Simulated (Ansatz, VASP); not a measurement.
## One calculation of Rb, two programs

File INCAR:

```
SYSTEM = Rb
PREC     = Accurate       ! precision mode
ENCUT    = 520            ! plane-wave cutoff, eV
EDIFF    = 1E-6           ! SCF threshold, eV
ISMEAR   = -1             ! smearing method
SIGMA    = 0.08           ! smearing width, eV
LREAL    = .False.        ! projectors in reciprocal space
LASPH    = .True.         ! aspherical terms in the spheres
NELM     = 80             ! most SCF steps
ALGO     = Normal         ! electronic algorithm
ISIF     = 2              ! what is computed and relaxed
LWAVE    = .False.        ! write WAVECAR
LCHARG   = .False.        ! write CHGCAR
GGA      = PE             ! functional
NBANDS   = 10             ! bands
```

KPOINTS

```
Automatic mesh
0
Gamma
  10 10 10
  0 0 0
```

The input POSCAR:

```
Rb
1.0
    0.0000000000      3.1419838168      3.1419838168
    3.1419838168      0.0000000000      3.1419838168
    3.1419838168      3.1419838168      0.0000000000
Rb
1
Direct
    0.0000000000      0.0000000000      0.0000000000
```

Input for Ansatz:

```yaml
crystal:
  lattice:
    - [0.0, 3.1419838168, 3.1419838168]
    - [3.1419838168, 0.0, 3.1419838168]
    - [3.1419838168, 3.1419838168, 0.0]
  atoms:
    - { symbol: Rb, position: [0.0, 0.0, 0.0] }
kpoints:
  mp_grid: { grid: [10, 10, 10] }
scf:
  occupations: { method: fermi_dirac, width: 0.08 }
hamiltonian:
  xc: pbe
  pseudopotentials: { kind: all_electron, lapw: { basis_error: 0.001 } }
output:
  forces: true
  stress: true
  eigenvalues: true
  populations: true
```

Change from the starting cell: volume scaled by 0.68, LAPW.

Alike in both runs: task single point; functional PBE; k mesh 10 × 10 × 10; occupations fermi-dirac, width 0.08 eV; no spin polarisation.

```csv
,VASP,Ansatz
version,VASP 6.6.1,Ansatz 0.2.0
potentials or method,"VASP PAW PBE potentials, release 64 (Rb_sv), cutoff 520 eV","all-electron LAPW, scalar-relativistic"
```

```tsv
	VASP	Ansatz	Ansatz less VASP
pressure (GPa)	2.2	2.2	0.00
```

Ansatz ran all-electron here, and VASP with PAW potentials.
